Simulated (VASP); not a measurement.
Wanted: the native input for a VASP 6.6.1 run.

```
Task                   : single point
Functional             : LDA
Potentials or basis    : VASP PAW LDA potentials, release 64 (Ag)
Cutoff                 : 520 eV
k mesh                 : 15 × 15 × 15
Occupations            : fermi-dirac, width 0.1 eV
Spin                   : no spin polarisation
Dipole correction      : no
Further INCAR settings : ALGO = Normal; EDIFF = 1e-06; NBANDS = 12
```

The structure of Ag lies in POSCAR:

```
Ag
1.0
    2.6290706388      0.0000000000      0.0000000000
    0.0000000000      2.6290706388      0.0000000000
    0.0000000000      0.0000000000      2.6290706388
Ag
1
Direct
    0.0000000000      0.0000000000      0.0000000000
```

One way to write it, as run:

INCAR

```
SYSTEM = Ag
ALGO = Normal
EDIFF = 1E-6
ENCUT = 520
ISIF = 2
ISMEAR = -1
LASPH = .True.
LCHARG = .False.
LREAL = .False.
LWAVE = .False.
NBANDS = 12
NELM = 80
PREC = Accurate
SIGMA = 0.1
```

KPOINTS

```
k-points
0
Gamma
  15 15 15
  0 0 0
```

Potentials or basis: VASP PAW LDA potentials, release 64 (Ag).

Run with:

```console
$ cat potpaw_LDA.64/Ag/POTCAR > POTCAR
$ mpirun -np 1 vasp_std > vasp.out
```

It gave:

* Pressure: 2.3 GPa

It took 18 s on 1 thread of AMD EPYC 7R43 64-Core Processor (Zen 3), with other jobs on the host, peak memory 0.1 GiB.
